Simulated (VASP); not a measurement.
A run of VASP 6.6.1 is set up as follows.

The input INCAR:

```
SYSTEM = CdClO
PREC = Accurate ; ENCUT = 520
EDIFF = 1E-6 ; ISMEAR = 1
SIGMA = 0.01 ; LREAL = .False.
LASPH = .True. ; NELM = 60
ALGO = Normal ; ISIF = 2
LWAVE = .False. ; LCHARG = .True.
GGA = PE ; LELF = .True.
LVHAR = .True. ; NBANDS = 34
```

Contents of KPOINTS:

```
Automatic mesh
0
Gamma
  7 7 3
  0 0 0
```

POSCAR

```
CdClO
1.0
    3.7861908533      0.0000000000      0.0000000000
   -1.8930954267      3.2789373459      0.0000000000
    0.0000000000      0.0000000000      9.4983808045
Cd Cl O
2 2 2
Direct
    0.3333333333      0.6666666667      0.5190610000
    0.6666666667      0.3333333333      0.0190610000
    0.3333333333      0.6666666667      0.8387190000
    0.6666666667      0.3333333333      0.3387190000
    0.0000000000      0.0000000000      0.5792210000
    0.0000000000      0.0000000000      0.0792210000
```

Potentials or basis: VASP PAW PBE potentials, release 64 (Cd, Cl, O).

Command:

```console
$ cat potpaw_PBE.64/Cd/POTCAR potpaw_PBE.64/Cl/POTCAR potpaw_PBE.64/O/POTCAR > POTCAR
$ mpirun -np 1 vasp_std > vasp.out
```

Task: Predict the largest force.

Result: 0.205 eV/Å.

Task: What does it give for the pressure?

Result: -1.2 GPa.

Task: What does it give for the band gap on the k mesh?

Result: Zero (bands 25 and 26 overlap by 0.14 eV).

Forces in eV/Å, atoms in the order of the input:
```
Cd   0.000  0.000  0.124
Cd   0.000  0.000  0.124
Cl   0.000  0.000 -0.205
Cl   0.000  0.000 -0.205
O    0.000  0.000  0.081
O    0.000  0.000  0.081
```
